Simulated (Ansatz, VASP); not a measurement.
## Two plane-wave programs on Ta

```
CELL_PARAMETERS angstrom
-1.61856 1.61856 1.61856
1.61856 -1.61856 1.61856
1.61856 1.61856 -1.61856
ATOMIC_POSITIONS crystal
Ta 0.00000 0.00000 0.00000
```

Alike in both runs: task single point; functional r2SCAN; k mesh 18 × 18 × 18; occupations gaussian, width 0.1 eV; no spin polarisation.

|  | VASP | Ansatz |
| --- | --- | --- |
| version | VASP 6.6.1 | Ansatz 0.2.0 |
| potentials or method | VASP PAW PBE potentials, release 64 (Ta_pv), cutoff 520 eV | scalar-relativistic, plane waves, PAW |
| valence electrons in the cell | 11 | 13 |

Ansatz gave:

```
gap on the k mesh at the Fermi level (eV) : none
pressure (GPa)                            : 13.9
```

Question: Estimate VASP's values.

Answer: gap on the k mesh at the Fermi level (eV): none; pressure (GPa): 14.8.

VASP's potentials were made for PBE, not for r2SCAN. A gap of «none» marks a metal or a gap that the smearing closes. VASP's potentials hold 11 valence electrons a cell and Ansatz's 13, so a difference there can come from the potentials and not from the codes.

Spin-orbit coupling is off throughout.
